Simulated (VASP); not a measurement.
A run of VASP 6.6.1 is set up as follows.

File INCAR:

```
ALGO     = Normal         # electronic algorithm
EDIFF    = 1E-6           # SCF threshold, eV
ENCUT    = 520            # plane-wave cutoff, eV
GGA      = CA             # functional
ISIF     = 2              # what is computed and relaxed
ISMEAR   = 1              # smearing method
LASPH    = T              # aspherical terms in the spheres
LCHARG   = T              # write CHGCAR
LELF     = T              # ELF
LREAL    = F              # projectors in reciprocal space
LVHAR    = T            
LWAVE    = F              # write WAVECAR
NBANDS   = 19             # bands
NELM     = 80             # most SCF steps
PREC     = Accurate       # precision mode
SIGMA    = 0.1            # smearing width, eV
```

Contents of KPOINTS:

```
k-points
0
Gamma
  8 8 3
```

File POSCAR:

```
Cd
1.0
    2.9040000000      0.0000000000      0.0000000000
    0.0000000000      2.9040000000      0.0000000000
    0.0000000000      0.0000000000      8.9540000000
Cd
2
Direct
    0.0000000000      0.5000000000      0.1300000000
    0.5000000000      0.0000000000      0.8700000000
```

Potentials or basis: VASP PAW LDA potentials, release 64 (Cd).

Run with:

```bash
$ cat potpaw_LDA.64/Cd/POTCAR > POTCAR
$ mpirun -np 1 vasp_std > vasp.out
```

Task: Predict the band gap on the k mesh.

Result: Zero (band 12 reaches 0.77 eV, above the bottom of band 13 at -1.14 eV).

Task: What does it give for the largest force?

Result: 0.157 eV/Å.

Task: Predict the pressure.

Result: -1.0 GPa.

Stress tensor (GPa, compression positive):
```
-1.76  0.00  0.00
 0.00 -1.76  0.00
 0.00  0.00  0.59
```
